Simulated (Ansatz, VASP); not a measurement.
# AlAs: VASP beside Ansatz

```
Al As
1.0
     0.00000    2.83836    2.83836
     2.83836    0.00000    2.83836
     2.83836    2.83836    0.00000
Al As
1 1
Direct
  0.00000 0.00000 0.00000
  0.25000 0.25000 0.25000
```

Alike in both runs: task single point; functional r2SCAN; k mesh 8 × 8 × 8; occupations gaussian, width 0.02 eV; no spin polarisation.

```csv
,VASP,Ansatz
version,VASP 6.6.1,Ansatz 0.2.0
potentials or method,"VASP PAW PBE potentials, release 64 (Al, As), cutoff 550 eV","scalar-relativistic, plane waves, PAW"
valence electrons in the cell,8,18
```

|  | VASP | Ansatz | Ansatz less VASP |
| --- | --- | --- | --- |
| gap on the k mesh at the Fermi level (eV) | 1.80 | 1.81 | +0.009 |
| least direct gap on the mesh (eV) | 2.64 | 2.63 | -0.003 |
| pressure (GPa) | 0.0 | 0.0 | -0.02 |

VASP's potentials were made for PBE, not for r2SCAN. VASP's potentials hold 8 valence electrons a cell and Ansatz's 18, so a difference there can come from the potentials and not from the codes.
